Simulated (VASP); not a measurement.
# CoSi (P2_13) in VASP: relaxation of cell and atoms with PBE

Aim: the relaxation of cell and atoms of CoSi with PBE.

Everything below comes from runs of VASP 6.6.1. Logs are shortened: lines on timing, memory, paths and dates and some standing lists are left out, and cuts for length are marked.

**1. The cell of the first run**

The structure is cubic, space group P2_13 (No. 198). Conventional cell: a = 4.438 Å, b = 4.438 Å, c = 4.438 Å, α = 90.00°, β = 90.00°, γ = 90.00°. Within 3.0 Å of Co (site symmetry 3) lie 7 Si at 2.28 to 2.47 Å and 6 Co at 2.72 Å. Si (site symmetry 3) has 7 Co at 2.28 to 2.47 Å and 6 Si at 2.75 Å within 3.0 Å.

**2. Relaxation of cell and atoms, PBE**

File INCAR:

```
PREC = Accurate
ENCUT = 600
EDIFF = 1E-7
ISMEAR = 0
SIGMA = 0.05
LREAL = False
LASPH = True
NELM = 120
ALGO = Normal
ISIF = 3
LWAVE = False
LCHARG = False
GGA = PE
IBRION = 2
NSW = 80
EDIFFG = -0.003
GGA_COMPAT = False
NELMIN = 4
```

File KPOINTS:

```
Automatic mesh
0
Gamma
  12 12 12
```

File POSCAR:

```
CoSi
1.0
    4.4380000000      0.0000000000      0.0000000000
    0.0000000000      4.4380000000      0.0000000000
    0.0000000000      0.0000000000      4.4380000000
Co Si
4 4
Direct
    0.1400000000      0.1400000000      0.1400000000
    0.3600000000      0.8600000000      0.6400000000
    0.6400000000      0.3600000000      0.8600000000
    0.8600000000      0.6400000000      0.3600000000
    0.8430000000      0.8430000000      0.8430000000
    0.6570000000      0.1570000000      0.3430000000
    0.3430000000      0.6570000000      0.1570000000
    0.1570000000      0.3430000000      0.6570000000
```

Potentials or basis: VASP PAW PBE potentials, release 64 (Co, Si).

Run with:

```console
cat potpaw_PBE.64/Co/POTCAR potpaw_PBE.64/Si/POTCAR > POTCAR
mpirun -np 1 vasp_std > vasp.out
```

OUTCAR:

```text
PREC = Accurate
   ENCUT = 600
   EDIFF = 1E-7
   ISMEAR = 0
   LREAL = False
   LASPH = True
   NELM = 120
   ISIF = 3
   GGA = PE
   IBRION = 2
   NSW = 80
   EDIFFG = -0.003
   NELMIN = 4

 ion  position               nearest neighbor table
   1  0.140  0.140  0.140-   5 2.28   6 2.33   7 2.33   8 2.33   7 2.47   8 2.47   6 2.47   2 2.72
                             4 2.72   2 2.72   4 2.72   3 2.72   3 2.72
   2  0.360  0.860  0.640-   6 2.28   5 2.33   7 2.33   8 2.33   7 2.47   8 2.47   5 2.47   1 2.72
                             3 2.72   1 2.72   3 2.72   4 2.72   4 2.72
   3  0.640  0.360  0.860-   7 2.28   6 2.33   5 2.33   8 2.33   8 2.47   6 2.47   5 2.47   4 2.72
                             2 2.72   2 2.72   4 2.72   1 2.72   1 2.72
   4  0.860  0.640  0.360-   8 2.28   6 2.33   7 2.33   5 2.33   6 2.47   5 2.47   7 2.47   3 2.72
                             1 2.72   1 2.72   3 2.72   2 2.72   2 2.72
   5  0.843  0.843  0.843-   1 2.28   2 2.33   3 2.33   4 2.33   3 2.47   4 2.47   2 2.47   6 2.75
                             7 2.75   8 2.75   6 2.75   8 2.75   7 2.75
   6  0.657  0.157  0.343-   2 2.28   1 2.33   3 2.33   4 2.33   3 2.47   4 2.47   1 2.47   8 2.75
                             5 2.75   5 2.75   7 2.75   7 2.75   8 2.75
   7  0.343  0.657  0.157-   3 2.28   2 2.33   1 2.33   4 2.33   4 2.47   2 2.47   1 2.47   8 2.75
                             5 2.75   8 2.75   6 2.75   6 2.75   5 2.75
   8  0.157  0.343  0.657-   4 2.28   2 2.33   3 2.33   1 2.33   2 2.47   1 2.47   3 2.47   7 2.75
                             5 2.75   7 2.75   5 2.75   6 2.75   6 2.75

  LATTYP: Found a simple cubic cell.
 ALAT       =     4.4380000000

  Lattice vectors:

 A1 = (   4.4380000000,   0.0000000000,   0.0000000000)
 A2 = (   0.0000000000,   4.4380000000,   0.0000000000)
 A3 = (   0.0000000000,   0.0000000000,   4.4380000000)

Analysis of symmetry for initial positions (statically):
=====================================================================
 Subroutine PRICEL returns:
 Original cell was already a primitive cell.

 Routine SETGRP: Setting up the symmetry group for a
 simple cubic supercell.

 Subroutine GETGRP returns: Found 12 space group operations
 (whereof  3 operations were pure point group operations)
 out of a pool of 48 trial point group operations.

The static configuration has the point symmetry C_3 .
 The point group associated with its full space group is T   .

Analysis of symmetry for dynamics (positions and initial velocities):
=====================================================================
 Subroutine PRICEL returns:
 Original cell was already a primitive cell.

 Routine SETGRP: Setting up the symmetry group for a
 simple cubic supercell.

 Subroutine GETGRP returns: Found 12 space group operations
 (whereof  3 operations were pure point group operations)
 out of a pool of 48 trial point group operations.

The dynamic configuration has the point symmetry C_3 .
 The point group associated with its full space group is T   .

 Subroutine INISYM returns: Found 12 space group operations
 (whereof  3 operations are pure point group operations),
 and found     1 'primitive' translations

----------------------------------------------------------------------------------------

                                     Primitive cell

  volume of cell :      87.4102

  direct lattice vectors                    reciprocal lattice vectors
     4.438000000  0.000000000  0.000000000     0.225326724  0.000000000  0.000000000
     0.000000000  4.438000000  0.000000000     0.000000000  0.225326724  0.000000000
     0.000000000  0.000000000  4.438000000     0.000000000  0.000000000  0.225326724

  length of vectors
     4.438000000  4.438000000  4.438000000     0.225326724  0.225326724  0.225326724

  position of ions in fractional coordinates (direct lattice)
     0.140000000  0.140000000  0.140000000
     0.360000000  0.860000000  0.640000000
     0.640000000  0.360000000  0.860000000
     0.860000000  0.640000000  0.360000000
     0.843000000  0.843000000  0.843000000
     0.657000000  0.157000000  0.343000000
     0.343000000  0.657000000  0.157000000
     0.157000000  0.343000000  0.657000000

  ion indices of the primitive-cell ions
   primitive index   ion index
                 1           1
                 2           2
                 3           3
                 4           4
                 5           5
                 6           6
                 7           7
                 8           8

----------------------------------------------------------------------------------------

 KPOINTS: Automatic mesh

Automatic generation of k-mesh.
 Grid dimensions read from file:
 generate k-points for:   12   12   12

 Generating k-lattice:

  Cartesian coordinates                     Fractional coordinates (reciprocal lattice)
     0.018777227  0.000000000  0.000000000     0.083333333  0.000000000  0.000000000
     0.000000000  0.018777227  0.000000000     0.000000000  0.083333333  0.000000000
     0.000000000  0.000000000  0.018777227     0.000000000  0.000000000  0.083333333

  Length of vectors
     0.018777227  0.018777227  0.018777227

  Shift w.r.t. Gamma in fractional coordinates (k-lattice)
     0.000000000  0.000000000  0.000000000

 Subroutine IBZKPT returns following result:
 ===========================================

 Found    119 irreducible k-points:

 Following reciprocal coordinates:
            Coordinates               Weight
  0.000000  0.000000  0.000000      1.000000
  0.083333  0.000000  0.000000      6.000000
  0.166667  0.000000  0.000000      6.000000
  0.250000  0.000000  0.000000      6.000000
  0.333333  0.000000  0.000000      6.000000
  0.416667  0.000000  0.000000      6.000000
[... 16 lines left out ...]
 -0.166667  0.333333  0.000000     12.000000
  0.416667  0.166667  0.000000     12.000000
 [... further k-points ...]
   k-points           NKPTS =    119   k-points in BZ     NKDIM =    119   number of bands    NBANDS=     31
   number of dos      NEDOS =    301   number of ions     NIONS =      8
   total plane-waves  NPLWV =  46656
   dimension x,y,z NGX =    36 NGY =   36 NGZ =   36
   dimension x,y,z NGXF=    72 NGYF=   72 NGZF=   72
   ions per type =               4   4
   NGX,Y,Z   is equivalent  to a cutoff of  13.49, 13.49, 13.49 a.u.
   NGXF,Y,Z  is equivalent  to a cutoff of  26.97, 26.97, 26.97 a.u.
 SYSTEM =  unknown system
   PREC   = accura    normal or accurate (medium, high low for compatibility)
   ISTART =      0    job   : 0-new  1-cont  2-samecut
   ICHARG =      2    charge: 1-file 2-atom 10-const
   ISPIN  =      1    spin polarized calculation?
   LNONCOLLINEAR =      F non collinear calculations
   LSORBIT =      F    spin-orbit coupling
   LASPH  =      T    aspherical Exc in radial PAW
   ENCUT  =  600.0 eV  44.10 Ry    6.64 a.u.   8.86  8.86  8.86*2*pi/ulx,y,z
   NELM   =    120;   NELMIN=  4; NELMDL= -5     # of ELM steps
   EDIFF  = 0.1E-06   stopping-criterion for ELM
   LREAL  =      F    real-space projection
   EDIFFG = -.3E-02   stopping-criterion for IOM
   NSW    =     80    number of steps for IOM
   IBRION =      2    ionic relax: 0-MD 1-quasi-New 2-CG
   NFREE  =      1    steps in history (QN), initial steepest desc. (CG)
   ISIF   =      3    stress and relaxation
   ISYM   =      2    0-nonsym 1-usesym 2-fastsym
   POTIM  = 0.5000    time-step for ionic-motion
   TEBEG  =    0.0;   TEEND  =   0.0 temperature during run
   PSTRESS=    0.0 pullay stress
   NELECT =      52.0000    total number of electrons
   NUPDOWN=      -1.0000    fix difference up-down
   EMIN   =  10.00;   EMAX   =-10.00  energy-range for DOS
   EFERMI =   0.00;   METHOD = LEGACY
   ISMEAR =     0;   SIGMA  =   0.05  broadening in eV -4-tet -1-fermi 0-gaus
   EFERMI_NEDOS =   21; number of points for ismear=-14 and -15
   IALGO  =     38    algorithm
   IMIX   =      4    mixing-type and parameters
     AMIX     =   0.40;   BMIX     =  1.00
     AMIX_MAG =   1.60;   BMIX_MAG =  1.00
  volume/ion in A,a.u.               =      10.93        73.73
  Fermi-wavevector in a.u.,A,eV,Ry     =   1.376856  2.601881 25.793021  1.895734
  Thomas-Fermi vector in A             =   2.502063
   LORBIT       =      0    0 simple, 1 ext, 2 COOP (PROOUT), +10 PAW based schemes
   GGA     = PE    functional components
   LHFCALC =     F    Hartree Fock is set to
   AEXX    =    0.0000 exact exchange contribution
   IVDW    =     0    specifies the selected vdW correction
   LEPSILON=     F    determine dielectric tensor
   LRPA    =     F    only Hartree local field effects (RPA)
 conjugate gradient relaxation of ions
 non-spin polarized calculation
 Gauss-broadening in eV      SIGMA  =   0.05
  energy-cutoff  :      600.00
  volume of cell :       87.41
 maximum number of plane-waves:      2968
   NGX = 17   NGY = 17   NGZ = 17

--------------------------------------- Ionic step        1  -------------------------------------------

 number of electron      51.9999992 magnetization

 Free energy of the ion-electron system (eV)
  ---------------------------------------------------
  ext. energy  EPLUGINS =         0.00000000
  ---------------------------------------------------
  free energy    TOTEN  =       -54.72612161 eV

  energy without entropy =      -54.72411320  energy(sigma->0) =      -54.72511740

------------------------ aborting loop because EDIFF is reached ----------------------------------------

  FORCE on cell =-STRESS in cart. coord.  units (eV):
  Direction    XX          YY          ZZ          XY          YZ          ZX
  --------------------------------------------------------------------------------------
  -------------------------------------------------------------------------------------
  Total       -0.2272566     -0.2272566     -0.2272566      0.0000000      0.0000000     -0.0000000
  in kB       -4.1654817     -4.1654817     -4.1654817      0.0000000      0.0000000     -0.0000000
  external PRESSURE =      -4.1654817 kB  Pullay stress =       0.0000000 kB
[... 237 lines left out ...]
  energy  without entropy=      -54.7465173502  energy(sigma->0) =      -54.74748557

--------------------------------------- Ionic step        7  -------------------------------------------

 number of electron      52.0000003 magnetization

 Free energy of the ion-electron system (eV)
  ---------------------------------------------------
  ext. energy  EPLUGINS =         0.00000000
  ---------------------------------------------------
  free energy    TOTEN  =       -54.74847483 eV

  energy without entropy =      -54.74654169  energy(sigma->0) =      -54.74750826

 E-fermi :  12.1075     XC(G=0): -12.8717

 val. band max:       12.1069225287   @ k =   0.0833   0.0833   0.0000
 cond. band min:      12.1109915383   @ k =   0.5000   0.4167   0.4167
 fundamental gap:      0.0040690096
 Fermi energy:        12.1075437825

 k-point     1 :       0.0000    0.0000    0.0000
  band No.  band energies     occupation
      1      -1.5578      2.00000
      2       3.9396      2.00000
      3       3.9396      2.00000
      4       3.9396      2.00000
      5       6.6401      2.00000
      6       6.6401      2.00000
[... 805 lines left out ...]
     30      14.0429      0.00000
     31      15.0235      0.00000

 [... further k-points ...]

------------------------ aborting loop because EDIFF is reached ----------------------------------------

  FORCE on cell =-STRESS in cart. coord.  units (eV):
  Direction    XX          YY          ZZ          XY          YZ          ZX
  --------------------------------------------------------------------------------------
  -------------------------------------------------------------------------------------
  Total        0.0111875      0.0111875      0.0111875      0.0000000      0.0000000      0.0000000
  in kB        0.2062493      0.2062493      0.2062493      0.0000000      0.0000000      0.0000000
  external PRESSURE =       0.2062493 kB  Pullay stress =       0.0000000 kB
[... 23 lines left out ...]
  FREE ENERGIE OF THE ION-ELECTRON SYSTEM (eV)
  ---------------------------------------------------
  free  energy   TOTEN  =       -54.7484748334 eV

  energy  without entropy=      -54.7465416932  energy(sigma->0) =      -54.74750826

 reached required accuracy - stopping structural energy minimisation
```

Run time: 35 min. Hardware: 1 thread of Oxide Virtual Turin-like, shared host; peak memory 0.41 GiB.

Results:

| Item | Value |
| --- | --- |
| Free energy | -54.7485 eV |
| Relaxed volume | 10.86 Å³/atom |
| Relaxed cell | a = 4.429 Å, b = 4.429 Å, c = 4.429 Å, α = 90.00°, β = 90.00°, γ = 90.00° |
| Space group after relaxing (to 0.1 Å) | P2_13 (No. 198) |
| Energy gained by relaxing | 2.8 meV/atom |
| Ionic steps | 7 |
| Pressure after relaxing | 0.0 GPa |
| Band gap on the k mesh | zero (bands 26 and 27 overlap by 0.21 eV) |

Forces in eV/Å, atoms in the order of the input:
```
Co  -0.001 -0.001 -0.001
Co   0.001  0.001 -0.001
Co  -0.001  0.001  0.001
Co   0.001 -0.001  0.001
Si   0.002  0.002  0.002
Si  -0.002 -0.002  0.002
Si   0.002 -0.002 -0.002
Si  -0.002  0.002 -0.002
```

Step by step:
```tsv
step	energy change (eV)	largest force (eV/Å)	pressure (GPa)	volume (Å³)
1	0.0000	0.2720	-0.42	87.41
2	-0.0124	0.1878	0.20	87.05
3	-0.0192	0.0789	1.16	86.55
4	-0.0181	0.0617	-1.67	87.55
5	-0.0218	0.0538	-0.15	87.00
6	-0.0223	0.0121	-0.01	86.92
7	-0.0224	0.0027	0.02	86.91
```

Final structure:
```
CELL_PARAMETERS angstrom
4.42945 0.00000 0.00000
0.00000 4.42945 0.00000
0.00000 0.00000 4.42945
ATOMIC_POSITIONS crystal
Co 0.14512 0.14512 0.14512
Co 0.35488 0.85488 0.64512
Co 0.64512 0.35488 0.85488
Co 0.85488 0.64512 0.35488
Si 0.84319 0.84319 0.84319
Si 0.65681 0.15681 0.34319
Si 0.34319 0.65681 0.15681
Si 0.15681 0.34319 0.65681
```
